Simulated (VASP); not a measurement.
# Cu (P6_3/mmc) in VASP: a series of runs

Cu is run at these levels: PBE, r2SCAN; tasks: single point.

All numbers are computed with VASP 6.6.1; they aren't measurements. Logs are shortened: lines on timing, memory, paths and dates and some standing lists are left out, and cuts for length are marked.

**1. The cell of the first run**

Symmetry: P6_3/mmc, No. 194, hexagonal system. Conventional cell: a = 2.605 Å, b = 2.605 Å, c = 4.289 Å, α = 90.00°, β = 90.00°, γ = 120.00°. Cu (site symmetry -6m2) has 12 Cu at 2.60 to 2.62 Å within 3.4 Å.

**2. Single point, PBE (strained)**

File INCAR:

```
SYSTEM = Cu
  ALGO = Normal
  EDIFF = 1E-7
  ENCUT = 520
  GGA = PE
  ISIF = 2
  ISMEAR = 0
  LASPH = .True.
  LCHARG = .False.
  LREAL = .False.
  LWAVE = .False.
  NBANDS = 18
  NELM = 80
  PREC = Accurate
  SIGMA = 0.1
```

File KPOINTS:

```
k-points
0
Gamma
  18 18 10
  0 0 0
```

File POSCAR:

```
Cu
1.0
    2.6048233079      0.0000000000      0.0000000000
   -1.3024116539      2.2558431570      0.0000000000
    0.0000000000      0.0000000000      4.2890414216
Cu
2
Direct
    0.3333333300      0.6666666700      0.2500000000
    0.6666666700      0.3333333300      0.7500000000
```

Potentials or basis: VASP PAW PBE potentials, release 64 (Cu).

On the command line:

```bash
$ cat potpaw_PBE.64/Cu/POTCAR > POTCAR
$ mpirun -np 1 vasp_std > vasp.out
```

OUTCAR:

```text
SYSTEM = Cu
   EDIFF = 1E-7
   ENCUT = 520
   GGA = PE
   ISIF = 2
   ISMEAR = 0
   LASPH = .True.
   LREAL = .False.
   NELM = 80
   PREC = Accurate

 ion  position               nearest neighbor table
   1  0.333  0.667  0.250-   2 2.62   2 2.62   2 2.62   2 2.62   2 2.62   2 2.62
   2  0.667  0.333  0.750-   1 2.62   1 2.62   1 2.62   1 2.62   1 2.62   1 2.62

  LATTYP: Found a hexagonal cell.
 ALAT       =     2.6048233079
 C/A-ratio  =     1.6465767212

  Lattice vectors:

 A1 = (   2.6048233079,   0.0000000000,   0.0000000000)
 A2 = (  -1.3024116539,   2.2558431570,   0.0000000000)
 A3 = (   0.0000000000,   0.0000000000,   4.2890414216)

Analysis of symmetry for initial positions (statically):
=====================================================================
 Subroutine PRICEL returns:
 Original cell was already a primitive cell.

 Routine SETGRP: Setting up the symmetry group for a
 hexagonal supercell.

 Subroutine GETGRP returns: Found 24 space group operations
 (whereof 12 operations were pure point group operations)
 out of a pool of 24 trial point group operations.

The static configuration has the point symmetry D_3d.
 The point group associated with its full space group is D_6h.

Analysis of symmetry for dynamics (positions and initial velocities):
=====================================================================
 Subroutine PRICEL returns:
 Original cell was already a primitive cell.

 Routine SETGRP: Setting up the symmetry group for a
 hexagonal supercell.

 Subroutine GETGRP returns: Found 24 space group operations
 (whereof 12 operations were pure point group operations)
 out of a pool of 24 trial point group operations.

The dynamic configuration has the point symmetry D_3d.
 The point group associated with its full space group is D_6h.

 Subroutine INISYM returns: Found 24 space group operations
 (whereof 12 operations are pure point group operations),
 and found     1 'primitive' translations

----------------------------------------------------------------------------------------

                                     Primitive cell

  volume of cell :      25.2027

  direct lattice vectors                    reciprocal lattice vectors
     2.604823308  0.000000000  0.000000000     0.383903199  0.221646615  0.000000000
    -1.302411654  2.255843157  0.000000000     0.000000000  0.443293230  0.000000000
     0.000000000  0.000000000  4.289041422     0.000000000  0.000000000  0.233152330

  length of vectors
     2.604823308  2.604823308  4.289041422     0.443293230  0.443293230  0.233152330

  position of ions in fractional coordinates (direct lattice)
     0.333333330  0.666666670  0.250000000
     0.666666670  0.333333330  0.750000000

  ion indices of the primitive-cell ions
   primitive index   ion index
                 1           1
                 2           2

----------------------------------------------------------------------------------------

 KPOINTS: k-points

Automatic generation of k-mesh.
 Grid dimensions read from file:
 generate k-points for:   18   18   10

 Generating k-lattice:

  Cartesian coordinates                     Fractional coordinates (reciprocal lattice)
     0.021327955  0.012313701  0.000000000     0.055555556  0.000000000  0.000000000
     0.000000000  0.024627402  0.000000000     0.000000000  0.055555556  0.000000000
     0.000000000  0.000000000  0.023315233     0.000000000  0.000000000  0.100000000

  Length of vectors
     0.024627402  0.024627402  0.023315233

  Shift w.r.t. Gamma in fractional coordinates (k-lattice)
     0.000000000  0.000000000  0.000000000

 Subroutine IBZKPT returns following result:
 ===========================================

 Found    222 irreducible k-points:

 Following reciprocal coordinates:
            Coordinates               Weight
  0.000000  0.000000  0.000000      1.000000
  0.055556 -0.000000  0.000000      6.000000
  0.111111 -0.000000  0.000000      6.000000
  0.166667 -0.000000  0.000000      6.000000
  0.222222  0.000000  0.000000      6.000000
  0.277778  0.000000  0.000000      6.000000
[... 16 lines left out ...]
  0.333333  0.111111  0.000000     12.000000
  0.388889  0.111111  0.000000     12.000000
 [... further k-points ...]
   k-points           NKPTS =    222   k-points in BZ     NKDIM =    222   number of bands    NBANDS=     18
   number of dos      NEDOS =    301   number of ions     NIONS =      2
   total plane-waves  NPLWV =  12800
   dimension x,y,z NGX =    20 NGY =   20 NGZ =   32
   dimension x,y,z NGXF=    40 NGYF=   40 NGZF=   64
   ions per type =               2
   NGX,Y,Z   is equivalent  to a cutoff of  12.76, 12.76, 12.40 a.u.
   NGXF,Y,Z  is equivalent  to a cutoff of  25.53, 25.53, 24.81 a.u.
 SYSTEM =  Cu
   PREC   = accura    normal or accurate (medium, high low for compatibility)
   ISTART =      0    job   : 0-new  1-cont  2-samecut
   ICHARG =      2    charge: 1-file 2-atom 10-const
   ISPIN  =      1    spin polarized calculation?
   LNONCOLLINEAR =      F non collinear calculations
   LSORBIT =      F    spin-orbit coupling
   LASPH  =      T    aspherical Exc in radial PAW
   ENCUT  =  520.0 eV  38.22 Ry    6.18 a.u.   4.84  4.84  7.97*2*pi/ulx,y,z
   NELM   =     80;   NELMIN=  2; NELMDL= -5     # of ELM steps
   EDIFF  = 0.1E-06   stopping-criterion for ELM
   LREAL  =      F    real-space projection
   EDIFFG = 0.1E-05   stopping-criterion for IOM
   NSW    =      0    number of steps for IOM
   IBRION =     -1    ionic relax: 0-MD 1-quasi-New 2-CG
   NFREE  =      0    steps in history (QN), initial steepest desc. (CG)
   ISIF   =      2    stress and relaxation
   ISYM   =      2    0-nonsym 1-usesym 2-fastsym
   POTIM  = 0.5000    time-step for ionic-motion
   TEBEG  =    0.0;   TEEND  =   0.0 temperature during run
   PSTRESS=    0.0 pullay stress
   NELECT =      22.0000    total number of electrons
   NUPDOWN=      -1.0000    fix difference up-down
   EMIN   =  10.00;   EMAX   =-10.00  energy-range for DOS
   EFERMI =   0.00;   METHOD = LEGACY
   ISMEAR =     0;   SIGMA  =   0.10  broadening in eV -4-tet -1-fermi 0-gaus
   EFERMI_NEDOS =   21; number of points for ismear=-14 and -15
   IALGO  =     38    algorithm
   IMIX   =      4    mixing-type and parameters
     AMIX     =   0.40;   BMIX     =  1.00
     AMIX_MAG =   1.60;   BMIX_MAG =  1.00
  volume/ion in A,a.u.               =      12.60        85.04
  Fermi-wavevector in a.u.,A,eV,Ry     =   1.564588  2.956642 33.306175  2.447935
  Thomas-Fermi vector in A             =   2.667189
   LORBIT       =      0    0 simple, 1 ext, 2 COOP (PROOUT), +10 PAW based schemes
   GGA     = PE    functional components
   LHFCALC =     F    Hartree Fock is set to
   AEXX    =    0.0000 exact exchange contribution
   IVDW    =     0    specifies the selected vdW correction
   LEPSILON=     F    determine dielectric tensor
   LRPA    =     F    only Hartree local field effects (RPA)
 non-spin polarized calculation
 Gauss-broadening in eV      SIGMA  =   0.10
  energy-cutoff  :      520.00
  volume of cell :       25.20
 maximum number of plane-waves:       699
 NGX is ok and might be reduce to    20
   NGX =  9   NGY =  9   NGZ = 15

 number of electron      22.0000030 magnetization

 Free energy of the ion-electron system (eV)
  ---------------------------------------------------
  ext. energy  EPLUGINS =         0.00000000
  ---------------------------------------------------
  free energy    TOTEN  =        -7.41614042 eV

  energy without entropy =       -7.41069141  energy(sigma->0) =       -7.41341591

 E-fermi :   6.7643     XC(G=0): -12.3529

 val. band max:        6.7638969737   @ k =   0.5000  -0.0000   0.2000
 cond. band min:       6.7643440627   @ k =   0.1111   0.1111   0.2000
 fundamental gap:      0.0004470890
 Fermi energy:         6.7642546630

 k-point     1 :       0.0000    0.0000    0.0000
  band No.  band energies     occupation
      1      -2.0597      2.00000
      2       2.0668      2.00000
      3       3.9477      2.00000
      4       4.0321      2.00000
      5       4.0321      2.00000
      6       4.2125      2.00000
[... 10 lines left out ...]
     17      29.4526      0.00000
     18      29.4528      0.00000

 k-point     2 :       0.0556   -0.0000    0.0000
  band No.  band energies     occupation
      1      -1.9636      2.00000
      2       2.1228      2.00000
      3       3.9031      2.00000
      4       4.0654      2.00000
      5       4.0692      2.00000
      6       4.1956      2.00000
[... 10 lines left out ...]
     17      29.9405      0.00000
     18      30.3538      0.00000

 k-point     3 :       0.1111   -0.0000    0.0000
  band No.  band energies     occupation
      1      -1.6780      2.00000
      2       2.2803      2.00000
      3       3.8122      2.00000
      4       4.1124      2.00000
      5       4.1625      2.00000
      6       4.1814      2.00000
[... 10 lines left out ...]
     17      30.0310      0.00000
     18      30.6280      0.00000

 k-point     4 :       0.1667   -0.0000    0.0000
  band No.  band energies     occupation
      1      -1.2113      2.00000
      2       2.5036      2.00000
      3       3.7040      2.00000
      4       3.8704      2.00000
      5       4.0542      2.00000
      6       4.2869      2.00000
[... 375 lines left out ...]
      4       3.4919      2.00000
      5       3.9647      2.00000
      6       4.0692      2.00000
[... 10 lines left out ...]
     17      21.8748      0.00000
     18      25.6933      0.00000

 k-point    23 :       0.3333    0.1111    0.0000
  band No.  band energies     occupation
      1       1.9171      2.00000
      2       2.8291      2.00000
      3       2.9420      2.00000
      4       3.5942      2.00000
      5       3.9319      2.00000
      6       4.1335      2.00000
[... 10 lines left out ...]
     17      19.8774      0.00000
     18      25.2567      0.00000

 k-point    24 :       0.3889    0.1111    0.0000
  band No.  band energies     occupation
      1       2.3469      2.00000
      2       2.7481      2.00000
      3       2.8719      2.00000
      4       3.7476      2.00000
      5       3.9270      2.00000
      6       4.0566      2.00000
[... 10 lines left out ...]
     17      18.2130      0.00000
     18      24.9926      0.00000

 [... further k-points ...]
[... 5 lines left out ...]
  --------------------------------------------------------------------------------------
  -------------------------------------------------------------------------------------
  Total       -0.8408282     -0.8408282     -1.0080498     -0.0000000      0.0000000      0.0000000
  in kB      -53.4527989    -53.4527989    -64.0833416     -0.0000000      0.0000000      0.0000000
  external PRESSURE =     -56.9963131 kB  Pullay stress =       0.0000000 kB

 VOLUME and BASIS-vectors are now :
 -----------------------------------------------------------------------------
  energy-cutoff  :      520.00
  volume of cell :       25.20
      direct lattice vectors                 reciprocal lattice vectors
     2.604823308  0.000000000  0.000000000     0.383903199  0.221646615  0.000000000
    -1.302411654  2.255843157  0.000000000     0.000000000  0.443293230  0.000000000
     0.000000000  0.000000000  4.289041422     0.000000000  0.000000000  0.233152330

 POSITION                                       TOTAL-FORCE (eV/Angst)
 -----------------------------------------------------------------------------------
     -0.00000      1.50390      1.07226        -0.000000      0.000000      0.000000
      1.30241      0.75195      3.21678         0.000000     -0.000000      0.000000
 -----------------------------------------------------------------------------------
    total drift:                               -0.000001      0.000000     -0.000000

  FREE ENERGIE OF THE ION-ELECTRON SYSTEM (eV)
  ---------------------------------------------------
  free  energy   TOTEN  =        -7.4161404191 eV

  energy  without entropy=       -7.4106914106  energy(sigma->0) =       -7.41341591
```

Run time: 2 min. Hardware: 1 thread of AMD EPYC 7R13, shared host; peak memory 0.17 GiB.

What came out:

```yaml
Free_energy: -7.4161 eV
Pressure: -5.7 GPa
Band_gap_on_the_k_mesh: zero (band 11 reaches 10.75 eV, above the bottom of band 12 at 4.95 eV)
```

Levels at points of the mesh, in eV from the Fermi level:
```csv
k point,band 7,band 8,band 9,band 10,band 11,band 12,band 13,band 14,band 15,band 16
"(0.00, 0.00, 0.00)",-2.55,-2.27,-2.27,-1.62,-1.62,-0.84,3.38,20.98,20.99,20.99
"(0.50, 0.00, 0.00)",-2.53,-1.52,-1.50,-1.43,0.08,1.51,7.48,7.72,10.28,10.31
"(0.00, 0.00, 0.50)",-2.76,-2.76,-1.82,-1.82,-1.82,-1.82,11.76,11.76,21.64,21.64
"(0.50, 0.00, 0.50)",-1.75,-1.75,-1.47,-1.47,0.62,0.62,4.56,4.56,15.57,15.57
```

Caveat: the cell differs from its parent crystal (strained).

**3. Single point, PBE (strained)**

File INCAR:

```
SYSTEM = Cu
PREC = Accurate
ENCUT = 520
EDIFF = 1E-6
ISMEAR = 0
SIGMA = 0.1
LREAL = .False.
LASPH = .True.
NELM = 100
ALGO = Fast
ISIF = 2
LWAVE = .False.
LCHARG = .False.
GGA = PE
NBANDS = 18
```

File KPOINTS:

```
regular mesh
0
Gamma
  18 18 10
  0 0 0
```

File POSCAR:

```
Cu
1.0
    2.6085230890      0.0000000000      0.0000000000
   -1.3042615445      2.2590472614      0.0000000000
    0.0000000000      0.0000000000      4.2950457753
Cu
2
Direct
    0.3333333300      0.6666666700      0.2500000000
    0.6666666700      0.3333333300      0.7500000000
```

Potentials or basis: VASP PAW PBE potentials, release 64 (Cu).

On the command line:

```bash
$ cat potpaw_PBE.64/Cu/POTCAR > POTCAR
$ mpirun -np 1 vasp_std > vasp.out
```

Run time: 2.1 min. Hardware: 1 thread of AMD EPYC 7R13, shared host; peak memory 0.17 GiB.

It converged, with:

```
Free energy            : -7.4122 eV
Pressure               : -5.9 GPa
Band gap on the k mesh : zero (band 11 reaches 10.69 eV, above the bottom of band 12 at 4.90 eV)
```

Stress tensor (GPa, compression positive):
```
-5.55  0.00  0.00
 0.00 -5.55  0.00
 0.00  0.00 -6.58
```

Levels at points of the mesh, in eV from the Fermi level:
| k point | band 8 | band 9 | band 10 | band 11 | band 12 | band 13 | band 14 | band 15 |
| --- | --- | --- | --- | --- | --- | --- | --- | --- |
| (0.00, 0.00, 0.00) | -2.26 | -2.26 | -1.61 | -1.61 | -0.83 | 3.36 | 20.93 | 20.93 |
| (0.50, 0.00, 0.00) | -1.52 | -1.50 | -1.43 | 0.08 | 1.50 | 7.47 | 7.70 | 10.25 |
| (0.00, 0.00, 0.50) | -2.75 | -1.81 | -1.81 | -1.81 | -1.81 | 11.72 | 11.72 | 21.61 |
| (0.50, 0.00, 0.50) | -1.75 | -1.47 | -1.47 | 0.62 | 0.62 | 4.54 | 4.54 | 15.53 |

Caveat: the cell differs from its parent crystal (strained).

**4. Single point, PBE (strained)**

File INCAR:

```
PREC     = Accurate       # precision mode
ENCUT    = 520            # plane-wave cutoff, eV
EDIFF    = 1E-6           # SCF threshold, eV
ISMEAR   = 0              # smearing method
SIGMA    = 0.1            # smearing width, eV
LREAL    = F              # projectors in reciprocal space
LASPH    = T              # aspherical terms in the spheres
NELM     = 60             # most SCF steps
ALGO     = Fast           # electronic algorithm
ISIF     = 2              # what is computed and relaxed
LWAVE    = F              # write WAVECAR
LCHARG   = F              # write CHGCAR
GGA      = PE             # functional
NBANDS   = 18             # bands
```

File KPOINTS:

```
regular mesh
0
Gamma
  18 18 10
```

File POSCAR:

```
Cu
1.0
    2.6566709257      0.0000000000      0.0000000000
   -1.3283354629      2.3007445112      0.0000000000
    0.0000000000      0.0000000000      4.2498074943
Cu
2
Direct
    0.3333333300      0.6666666700      0.2500000000
    0.6666666700      0.3333333300      0.7500000000
```

On the command line:

```bash
$ cat potpaw_PBE.64/Cu/POTCAR > POTCAR
$ mpirun -np 1 vasp_std > vasp.out
```

It took 2.1 min on 1 thread of AMD EPYC 7R13, shared host; peak memory 0.17 GiB.

Results (log left out):

- Free energy: -7.3793 eV
- Pressure: -8.4 GPa
- Band gap on the k mesh: zero (band 11 reaches 10.21 eV, above the bottom of band 12 at 4.64 eV)

Stress tensor (GPa, compression positive):
```
-9.19  0.00  0.00
 0.00 -9.19  0.00
 0.00  0.00 -6.82
```

Levels at points of the mesh, in eV from the Fermi level:
```
           k point  band 8  band 9  band 10  band 11  band 12  band 13  band 14  band 15
(0.00, 0.00, 0.00)   -2.27   -2.27    -1.58    -1.58    -0.51     3.63    19.95    19.95
(0.50, 0.00, 0.00)   -1.53   -1.44    -1.44     0.03     1.34     7.47     7.80    10.24
(0.00, 0.00, 0.50)   -2.70   -1.77    -1.77    -1.77    -1.77    12.23    12.23    21.03
(0.50, 0.00, 0.50)   -1.71   -1.47    -1.47     0.62     0.62     4.34     4.34    14.98
```

Caveat: the cell differs from its parent crystal (strained).

[end of part 1 of 2]
